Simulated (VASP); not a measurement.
# C in VASP: notebook

C is run at these levels: HSE06; tasks: single point.

All numbers are computed with VASP 6.6.1; they aren't measurements. Logs are shortened: lines on timing, memory, paths and dates and some standing lists are left out, and cuts for length are marked.

**1. The cell of the first run**

Symmetry: Imma, No. 74, orthorhombic system. The conventional cell has a = 2.457 Å, b = 2.578 Å, c = 3.560 Å, α = 90.00°, β = 90.00°, γ = 90.00°. Within 2.0 Å of C (site symmetry mm2) lie 4 C at 1.52 to 1.56 Å.

**2. Single point, HSE06 (shear xy strain +4.8%)**

Input file POSCAR:

```
C
1.0
    0.0429009918      1.7801241411      1.7801241411
    1.7801241411      0.0429009918      1.7801241411
    1.8230251329      1.8230251329      0.0000000000
C
2
Direct
    0.0003893714      0.0003893714     -0.0003893714
    0.2496106286      0.2496106286      0.2503893714
```

Input file INCAR.step1:

```
SYSTEM = C
ALGO = Normal
EDIFF = 1E-5
ENCUT = 520
GGA = PE
ISIF = 2
ISMEAR = 0
LASPH = .True.
LCHARG = .False.
LREAL = .False.
LWAVE = .True.
NBANDS = 11
NELM = 80
PREC = Accurate
SIGMA = 0.01
```

Input file INCAR.step2:

```
SYSTEM = C
ALGO = Normal
EDIFF = 1E-6
ENCUT = 520
GGA = PE
HFSCREEN = 0.2079
ISIF = 2
ISMEAR = 0
ISTART = 1
LASPH = .True.
LCHARG = .False.
LHFCALC = .True.
LREAL = .False.
LWAVE = .False.
NBANDS = 11
NELM = 80
PREC = Accurate
PRECFOCK = Normal
SIGMA = 0.01
```

Input file KPOINTS:

```
k-points
0
Gamma
  8 8 8
  0 0 0
```

Potentials or basis: VASP PAW PBE potentials, release 64 (C).

The run is started by

```bash
cat potpaw_PBE.64/C/POTCAR > POTCAR
cp INCAR.step1 INCAR
mpirun -np 1 vasp_std > vasp.out
cp INCAR.step2 INCAR
mpirun -np 1 vasp_std > vasp.out
```

OUTCAR:

```text
SYSTEM = C
   EDIFF = 1E-6
   ENCUT = 520
   GGA = PE
   HFSCREEN = 0.2079
   ISIF = 2
   ISMEAR = 0
   ISTART = 1
   LASPH = .True.
   LHFCALC = .True.
   LREAL = .False.
   NELM = 80
   PREC = Accurate
   PRECFOCK = Normal

 ion  position               nearest neighbor table
   1  0.000  0.000  1.000-   2 1.52   2 1.52   2 1.56   2 1.56
   2  0.250  0.250  0.250-   1 1.52   1 1.52   1 1.56   1 1.56

  LATTYP: Found a body centered orthorhombic cell.
 ALAT       =     2.4568045386
 B/A-ratio  =     1.0493903064
 C/A-ratio  =     1.4491377829

  Lattice vectors:

 A1 = (   1.7801241411,   0.0429009918,  -1.7801241411)
 A2 = (  -1.7801241411,  -0.0429009918,  -1.7801241411)
 A3 = (   0.0429009918,   1.7801241411,   1.7801241411)

Analysis of symmetry for initial positions (statically):
=====================================================================
 Subroutine PRICEL returns:
 Original cell was already a primitive cell.

 Routine SETGRP: Setting up the symmetry group for a
 body centered orthorhombic supercell.

 Subroutine GETGRP returns: Found  8 space group operations
 (whereof  4 operations were pure point group operations)
 out of a pool of  8 trial point group operations.

The static configuration has the point symmetry C_2v.
 The point group associated with its full space group is D_2h.

Analysis of symmetry for dynamics (positions and initial velocities):
=====================================================================
 Subroutine PRICEL returns:
 Original cell was already a primitive cell.

 Routine SETGRP: Setting up the symmetry group for a
 body centered orthorhombic supercell.

 Subroutine GETGRP returns: Found  8 space group operations
 (whereof  4 operations were pure point group operations)
 out of a pool of  8 trial point group operations.

The dynamic configuration has the point symmetry C_2v.
 The point group associated with its full space group is D_2h.

 Subroutine INISYM returns: Found  8 space group operations
 (whereof  4 operations are pure point group operations),
 and found     1 'primitive' translations

----------------------------------------------------------------------------------------

                                     Primitive cell

  volume of cell :      11.2753

  direct lattice vectors                    reciprocal lattice vectors
     0.042900992  1.780124141  1.780124141    -0.287815644  0.287815644  0.280879287
     1.780124141  0.042900992  1.780124141     0.287815644 -0.287815644  0.280879287
     1.823025133  1.823025133  0.000000000     0.274269395  0.274269395 -0.280879287

  length of vectors
     2.517841220  2.517841220  2.578146867     0.494539042  0.494539042  0.478895162

  position of ions in fractional coordinates (direct lattice)
     0.000389371  0.000389371  0.999610629
     0.249610629  0.249610629  0.250389371

  ion indices of the primitive-cell ions
   primitive index   ion index
                 1           1
                 2           2

----------------------------------------------------------------------------------------

 KPOINTS: k-points

Automatic generation of k-mesh.
 Grid dimensions read from file:
 generate k-points for:    8    8    8

 Generating k-lattice:

  Cartesian coordinates                     Fractional coordinates (reciprocal lattice)
    -0.035976956  0.035976956  0.035109911     0.125000000 -0.000000000  0.000000000
     0.035976956 -0.035976956  0.035109911    -0.000000000  0.125000000  0.000000000
     0.034283674  0.034283674 -0.035109911     0.000000000  0.000000000  0.125000000

  Length of vectors
     0.061817380  0.061817380  0.059861895

  Shift w.r.t. Gamma in fractional coordinates (k-lattice)
     0.000000000  0.000000000  0.000000000

 Subroutine IBZKPT returns following result:
 ===========================================

 Found     95 irreducible k-points:

 Following reciprocal coordinates:
            Coordinates               Weight
  0.000000  0.000000  0.000000      1.000000
  0.125000  0.000000  0.000000      4.000000
  0.250000  0.000000  0.000000      4.000000
  0.375000 -0.000000  0.000000      4.000000
  0.500000  0.000000  0.000000      2.000000
  0.125000  0.125000  0.000000      2.000000
[... 16 lines left out ...]
  0.125000 -0.000000  0.125000      4.000000
  0.250000  0.000000  0.125000      8.000000
 [... further k-points ...]
   k-points           NKPTS =     95   k-points in BZ     NKDIM =    512   number of bands    NBANDS=     11
   number of dos      NEDOS =    301   number of ions     NIONS =      2
   total plane-waves  NPLWV =   8000
   dimension x,y,z NGX =    20 NGY =   20 NGZ =   20
   dimension x,y,z NGXF=    40 NGYF=   40 NGZF=   40
   ions per type =               2
   NGX,Y,Z   is equivalent  to a cutoff of  13.21, 13.21, 12.90 a.u.
   NGXF,Y,Z  is equivalent  to a cutoff of  26.41, 26.41, 25.79 a.u.
 SYSTEM =  C
   PREC   = accura    normal or accurate (medium, high low for compatibility)
   ISTART =      1    job   : 0-new  1-cont  2-samecut
   ICHARG =      0    charge: 1-file 2-atom 10-const
   ISPIN  =      1    spin polarized calculation?
   LNONCOLLINEAR =      F non collinear calculations
   LSORBIT =      F    spin-orbit coupling
   LASPH  =      T    aspherical Exc in radial PAW
   ENCUT  =  520.0 eV  38.22 Ry    6.18 a.u.   4.68  4.68  4.79*2*pi/ulx,y,z
   NELM   =     80;   NELMIN=  2; NELMDL=  0     # of ELM steps
   EDIFF  = 0.1E-05   stopping-criterion for ELM
   LREAL  =      F    real-space projection
   EDIFFG = 0.1E-04   stopping-criterion for IOM
   NSW    =      0    number of steps for IOM
   IBRION =     -1    ionic relax: 0-MD 1-quasi-New 2-CG
   NFREE  =      0    steps in history (QN), initial steepest desc. (CG)
   ISIF   =      2    stress and relaxation
   ISYM   =      3    0-nonsym 1-usesym 2-fastsym
   POTIM  = 0.5000    time-step for ionic-motion
   TEBEG  =    0.0;   TEEND  =   0.0 temperature during run
   PSTRESS=    0.0 pullay stress
   NELECT =       8.0000    total number of electrons
   NUPDOWN=      -1.0000    fix difference up-down
   EMIN   =  10.00;   EMAX   =-10.00  energy-range for DOS
   EFERMI =   0.00;   METHOD = LEGACY
   ISMEAR =     0;   SIGMA  =   0.01  broadening in eV -4-tet -1-fermi 0-gaus
   EFERMI_NEDOS =   21; number of points for ismear=-14 and -15
   IALGO  =     38    algorithm
   IMIX   =      1    mixing-type and parameters
     AMIX     =   0.40;   BMIX     =  1.00
     AMIX_MAG =   1.60;   BMIX_MAG =  1.00
  volume/ion in A,a.u.               =       5.64        38.04
  Fermi-wavevector in a.u.,A,eV,Ry     =   1.460143  2.759270 29.007849  2.132017
  Thomas-Fermi vector in A             =   2.576627
   LORBIT       =      0    0 simple, 1 ext, 2 COOP (PROOUT), +10 PAW based schemes
   GGA     = PE    functional components
   LHFCALC =     T    Hartree Fock is set to
   PRECFOCK=normal    Normal, Fast or Accurate (Low or Medium for compatibility)
   ENCUT4O =  -1.0   cutoff for four orbital integrals eV
   NKREDX  =     1    reduce k-point grid by
   NKREDY  =     1    reduce k-point grid by
   NKREDZ  =     1    reduce k-point grid by
   AEXX    =    0.2500 exact exchange contribution
   HFSCREEN=    0.2079 screening length (either q_TF or 0.3 A-1)
   HFSCREENC=   0.2079 screening length for correlation (either q_TF or 0.3 A-1)
   ENCUTFOCK=  -1.0 apply spherical cutoff to Coloumb kernel
   IVDW    =     0    specifies the selected vdW correction
   LEPSILON=     F    determine dielectric tensor
   LRPA    =     F    only Hartree local field effects (RPA)
 non-spin polarized calculation
 Gauss-broadening in eV      SIGMA  =   0.01
  energy-cutoff  :      520.00
  volume of cell :       11.28
 maximum number of plane-waves:       316
  NGX = 16; NGY = 16; NGZ = 16

 number of electron       7.9999999 magnetization

 Free energy of the ion-electron system (eV)
  ---------------------------------------------------
  ext. energy  EPLUGINS =         0.00000000
  ---------------------------------------------------
  free energy    TOTEN  =       -21.00223797 eV

  energy without entropy =      -21.00223797  energy(sigma->0) =      -21.00223797

 E-fermi :   9.4298     XC(G=0): -10.8465

 val. band max:        9.2431960716   @ k =   0.0000   0.0000   0.0000
 cond. band min:      14.1580922437   @ k =   0.5000   0.5000   0.0000
 fundamental gap:      4.9148961721
 Fermi energy:         9.4297603473

 k-point     1 :       0.0000    0.0000    0.0000
  band No.  band energies     occupation
      1     -14.4292      2.00000
      2       9.1521      2.00000
      3       9.1831      2.00000
      4       9.2432      2.00000
      5      15.4517      0.00000
      6      16.0564      0.00000
      7      16.9484      0.00000
      8      24.7683      0.00000
      9      30.1715      0.00000
     10      37.5679      0.00000
     11      37.6378      0.00000

 k-point     2 :       0.1250    0.0000    0.0000
  band No.  band energies     occupation
      1     -13.9437      2.00000
      2       6.7827      2.00000
      3       8.4110      2.00000
      4       8.4124      2.00000
      5      16.4965      0.00000
      6      17.0587      0.00000
      7      17.8619      0.00000
      8      25.1821      0.00000
      9      30.9158      0.00000
     10      33.9016      0.00000
     11      34.5013      0.00000

 k-point     3 :       0.2500    0.0000    0.0000
  band No.  band energies     occupation
      1     -12.4990      2.00000
      2       2.2185      2.00000
      3       7.1030      2.00000
      4       7.1503      2.00000
      5      18.0871      0.00000
      6      18.2505      0.00000
      7      19.1168      0.00000
      8      26.0829      0.00000
      9      31.5443      0.00000
     10      32.5696      0.00000
     11      33.7183      0.00000
[... 267 lines left out ...]
 k-point    23 :       0.1250   -0.0000    0.1250
  band No.  band energies     occupation
      1     -13.8029      2.00000
      2       7.3106      2.00000
      3       7.3421      2.00000
      4       7.7471      2.00000
      5      15.6518      0.00000
      6      18.4493      0.00000
      7      18.6334      0.00000
      8      24.6846      0.00000
      9      31.2453      0.00000
     10      31.6398      0.00000
     11      38.2907      0.00000

 k-point    24 :       0.2500    0.0000    0.1250
  band No.  band energies     occupation
      1     -12.6672      2.00000
      2       3.7394      2.00000
      3       5.9663      2.00000
      4       7.0305      2.00000
      5      16.1958      0.00000
      6      19.7447      0.00000
      7      20.3817      0.00000
      8      23.8584      0.00000
      9      31.3308      0.00000
     10      32.3356      0.00000
     11      36.7264      0.00000

 [... further k-points ...]
[... 5 lines left out ...]
  --------------------------------------------------------------------------------------
  -------------------------------------------------------------------------------------
  Total       -0.2266484     -0.2266484     -0.3264853     -2.0267483      0.0000000      0.0000000
  in kB      -32.2058395    -32.2058395    -46.3922752   -287.9929516      0.0000000      0.0000000
  external PRESSURE =     -36.9346514 kB  Pullay stress =       0.0000000 kB

 VOLUME and BASIS-vectors are now :
 -----------------------------------------------------------------------------
  energy-cutoff  :      520.00
  volume of cell :       11.28
      direct lattice vectors                 reciprocal lattice vectors
     0.042900992  1.780124141  1.780124141    -0.287815644  0.287815644  0.280879287
     1.780124141  0.042900992  1.780124141     0.287815644 -0.287815644  0.280879287
     1.823025133  1.823025133  0.000000000     0.274269395  0.274269395 -0.280879287

 POSITION                                       TOTAL-FORCE (eV/Angst)
 -----------------------------------------------------------------------------------
      1.82303      1.82303      0.00139         0.000000      0.000000      0.068469
      0.91151      0.91151      0.88868         0.000000      0.000000     -0.068469
 -----------------------------------------------------------------------------------
    total drift:                               -0.000000      0.000000      0.000000

  FREE ENERGIE OF THE ION-ELECTRON SYSTEM (eV)
  ---------------------------------------------------
  free  energy   TOTEN  =       -21.0022379658 eV

  energy  without entropy=      -21.0022379658  energy(sigma->0) =      -21.00223797
```

It took 34 min on 1 thread of Intel Xeon Platinum 8259CL at 2.50GHz (Skylake/Cascade Lake), shared host; peak memory 0.23 GiB.

Results:

* Free energy: -21.0022 eV
* Pressure: -3.7 GPa
* Largest force: 0.068 eV/Å
* Band gap on the k mesh: 4.91 eV (least direct gap 6.21 eV)

Forces in eV/Å, atoms in the order of the input:
```
C    0.000  0.000  0.068
C    0.000  0.000 -0.068
```

Levels at points of the mesh, in eV from the valence-band top:
| k point | band 1 | band 2 | band 3 | band 4 | band 5 | band 6 | band 7 | band 8 |
| --- | --- | --- | --- | --- | --- | --- | --- | --- |
| (0.00, 0.00, 0.00) | -23.67 | -0.09 | -0.06 | 0.00 | 6.21 | 6.81 | 7.71 | 15.53 |
| (0.50, 0.00, 0.00) | -17.05 | -14.76 | -3.42 | -3.28 | 9.49 | 9.50 | 10.52 | 17.49 |
| (0.50, 0.50, 0.00) | -14.47 | -13.88 | -7.46 | -6.42 | 4.91 | 6.91 | 19.20 | 19.36 |
| (0.00, 0.00, 0.50) | -17.78 | -14.71 | -2.92 | -2.85 | 9.57 | 10.55 | 11.17 | 17.72 |
| (0.50, 0.00, 0.50) | -14.16 | -14.16 | -6.94 | -6.94 | 5.88 | 5.88 | 19.12 | 19.12 |

Caveat: the cell differs from its parent crystal (shear xy strain +4.8%); the cell stands under tension; the PAW data sets were made with another functional, which shifts forces and pressure a little. A k mesh can miss the band edges.

**3. Single point, HSE06 (uniaxial x strain -3.3%)**

Input file POSCAR:

```
C
1.0
    0.0000000000      1.7801241411      1.7801241411
    1.7206679948      0.0000000000      1.7801241411
    1.7206679948      1.7801241411      0.0000000000
C
2
Direct
    0.0000000000      0.0000000000      0.0000000000
    0.2500000000      0.2500000000      0.2500000000
```

Input file INCAR.step1:

```
SYSTEM = C
PREC = Accurate
ENCUT = 1000
EDIFF = 1E-5
ISMEAR = 0
SIGMA = 0.01
LREAL = .False.
LASPH = .True.
NELM = 120
ALGO = Normal
ISIF = 2
LWAVE = .True.
NBANDS = 11
GGA = PE
GGA_COMPAT = .False.
```

Input file INCAR.step2:

```
SYSTEM = C
PREC = Accurate
ENCUT = 1000
EDIFF = 1E-6
ISMEAR = 0
SIGMA = 0.01
LREAL = .False.
LASPH = .True.
NELM = 120
ALGO = Normal
ISIF = 2
LWAVE = .False.
LCHARG = .True.
GGA = PE
LHFCALC = .True.
HFSCREEN = 0.2079
PRECFOCK = Normal
LELF = .True.
LVHAR = .True.
NBANDS = 11
ISTART = 1
GGA_COMPAT = .False.
```

Input file KPOINTS:

```
regular mesh
0
Gamma
  8 8 8
  0 0 0
```

Potentials or basis: VASP PAW PBE potentials, release 64 (C_h).

The run is started by

```bash
cat potpaw_PBE.64/C_h/POTCAR > POTCAR
cp INCAR.step1 INCAR
mpirun -np 1 vasp_std > vasp.out
cp INCAR.step2 INCAR
mpirun -np 1 vasp_std > vasp.out
```

OUTCAR:

```text
SYSTEM = C
   PREC = Accurate
   ENCUT = 1000
   EDIFF = 1E-6
   ISMEAR = 0
   LREAL = .False.
   LASPH = .True.
   NELM = 120
   ISIF = 2
   GGA = PE
   LHFCALC = .True.
   HFSCREEN = 0.2079
   PRECFOCK = Normal
   ISTART = 1

 ion  position               nearest neighbor table
   1  0.000  0.000  0.000-
   2  0.250  0.250  0.250-

  LATTYP: Found a body centered tetragonal cell.
 ALAT       =     2.5174757031
 C/A-ratio  =     1.3669788294

  Lattice vectors:

 A1 = (  -1.7206679948,   0.0000000000,  -1.7801241411)
 A2 = (  -1.7206679948,   0.0000000000,   1.7801241411)
 A3 = (   1.7206679948,   1.7801241411,   0.0000000000)

Analysis of symmetry for initial positions (statically):
=====================================================================
 Subroutine PRICEL returns:
 Original cell was already a primitive cell.

 Routine SETGRP: Setting up the symmetry group for a
 body centered tetragonal supercell.

 Subroutine GETGRP returns: Found 16 space group operations
[... 174 lines left out ...]
  energy without entropy =      -21.03911512  energy(sigma->0) =      -21.03911512

 E-fermi :  11.3736     XC(G=0): -11.0834

 val. band max:       11.2969845832   @ k =   0.0000   0.0000   0.0000
 cond. band min:      15.7512891845   @ k =   0.0000   0.3750   0.3750
 fundamental gap:      4.4543046014
 Fermi energy:        11.3735943851

 k-point     1 :       0.0000    0.0000    0.0000
  band No.  band energies     occupation
      1     -13.1482      2.00000
      2      10.7653      2.00000
      3      10.7653      2.00000
      4      11.2970      2.00000
      5      17.7605      0.00000
      6      18.2022      0.00000
      7      18.2022      0.00000
      8      27.1458      0.00000
      9      32.3449      0.00000
     10      38.7435      0.00000
     11      40.0732      0.00000
[... 309 lines left out ...]
 k-point    24 :       0.3750    0.1250    0.1250
  band No.  band energies     occupation
      1     -10.2011      2.00000
      2       2.3326      2.00000
      3       6.3223      2.00000
      4       8.5435      2.00000
      5      20.8905      0.00000
      6      20.9572      0.00000
      7      22.9750      0.00000
      8      27.6926      0.00000
      9      33.0856      0.00000
     10      34.2444      0.00000
     11      37.0439      0.00000

 [... further k-points ...]
[... 5 lines left out ...]
  --------------------------------------------------------------------------------------
  -------------------------------------------------------------------------------------
  Total        2.2431368     -0.0370520     -0.0370520      0.0000000      0.0000000     -0.0000000
  in kB      329.5631789     -5.4436985     -5.4436985      0.0000000      0.0000000     -0.0000000
  external PRESSURE =     106.2252606 kB  Pullay stress =       0.0000000 kB

 VOLUME and BASIS-vectors are now :
 -----------------------------------------------------------------------------
  energy-cutoff  :     1000.00
  volume of cell :       10.91
      direct lattice vectors                 reciprocal lattice vectors
     0.000000000  1.780124141  1.780124141    -0.290584820  0.280879287  0.280879287
     1.720667995  0.000000000  1.780124141     0.290584820 -0.280879287  0.280879287
     1.720667995  1.780124141  0.000000000     0.290584820  0.280879287 -0.280879287

 POSITION                                       TOTAL-FORCE (eV/Angst)
 -----------------------------------------------------------------------------------
      0.00000      0.00000      0.00000        -0.000000     -0.000000     -0.000000
      0.86033      0.89006      0.89006         0.000000      0.000000      0.000000
 -----------------------------------------------------------------------------------
    total drift:                                0.000000      0.000072      0.000055

  FREE ENERGIE OF THE ION-ELECTRON SYSTEM (eV)
  ---------------------------------------------------
  free  energy   TOTEN  =       -21.0391151166 eV

  energy  without entropy=      -21.0391151166  energy(sigma->0) =      -21.03911512
```

It took 46 min on 1 thread of Intel Xeon Platinum 8259CL at 2.50GHz (Skylake/Cascade Lake), shared host; peak memory 0.28 GiB.

What came out:

| Quantity | Value |
| --- | --- |
| Free energy | -21.0391 eV |
| Pressure | 10.6 GPa |
| Band gap on the k mesh | 4.45 eV (least direct gap 6.46 eV) |

Caveat: the cell differs from its parent crystal (uniaxial x strain -3.3%); the stress differs along the axes, from -1 to 33 GPa; the PAW data sets were made with another functional, which shifts forces and pressure a little.
